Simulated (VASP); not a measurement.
A run of VASP 6.6.1 is set up as follows.

INCAR

```
PREC = Accurate
ENCUT = 520
EDIFF = 1E-7
ISMEAR = 0
SIGMA = 0.1
LREAL = F
LASPH = T
NELM = 100
ALGO = Fast
ISIF = 2
LWAVE = F
LCHARG = T
GGA = PE
LELF = T
LVHAR = T
NBANDS = 29
```

File KPOINTS:

```
regular mesh
0
Gamma
  10 10 10
```

Contents of POSCAR:

```
RbAg3
1.0
    4.6860138834      0.0000000000      0.0000000000
    0.0000000000      4.6860138834      0.0000000000
    0.0000000000      0.0000000000      4.6763737241
Rb Ag
1 3
Direct
    0.0000000000      0.0000000000      0.0000000000
    0.0000000000      0.5000000000      0.5000000000
    0.5000000000      0.0000000000      0.5000000000
    0.5000000000      0.5000000000      0.0000000000
```

Potentials or basis: VASP PAW PBE potentials, release 64 (Rb_sv, Ag).

The run is started by

```sh
$ cat potpaw_PBE.64/Rb_sv/POTCAR potpaw_PBE.64/Ag/POTCAR > POTCAR
$ mpirun -np 1 vasp_std > vasp.out
```

Question: Estimate the pressure.

Answer: 0.0 GPa.

Question: What does it give for the band gap on the k mesh?

Answer: Zero (bands 21 and 22 overlap by 2.48 eV).
